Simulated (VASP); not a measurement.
Input of a VASP 6.6.1 run:

The input INCAR:

```
PREC = Accurate ; ENCUT = 520
EDIFF = 1E-7 ; ISMEAR = -1
SIGMA = 0.05 ; LREAL = False
LASPH = True ; NELM = 150
ALGO = Normal ; ISIF = 2
LWAVE = False ; LCHARG = False
ISPIN = 2 ; MAGMOM = 0 0 0 0
LORBIT = 11 ; NUPDOWN = 0.0
LMAXMIX = 4 ; NBANDS = 32
```

The input KPOINTS:

```
regular mesh
0
Gamma
  8 8 8
```

POSCAR

```
CrCoPt2
1.0
    3.8190000000      0.0000000000      0.0000000000
    0.0000000000      3.8190000000      0.0000000000
    0.0000000000      0.0000000000      3.7460000000
Cr Co Pt
1 1 2
Direct
    0.0000000000      0.0000000000      0.0000000000
    0.5000000000      0.5000000000      0.0000000000
    0.0000000000      0.5000000000      0.5000000000
    0.5000000000      0.0000000000      0.5000000000
```

Potentials or basis: VASP PAW LDA potentials, release 64 (Cr_pv, Co, Pt).

Run with:

```bash
$ cat potpaw_LDA.64/Cr_pv/POTCAR potpaw_LDA.64/Co/POTCAR potpaw_LDA.64/Pt/POTCAR > POTCAR
$ mpirun -np 1 vasp_std > vasp.out
```

**Question.** Estimate the pressure.

**Answer.** -20.5 GPa.

Stress tensor (GPa, compression positive):
```
-20.70   0.00   0.00
  0.00 -20.70   0.00
  0.00   0.00 -20.06
```

Caveat: the cell stands under tension; the total moment is fixed, so each spin has its own Fermi level.
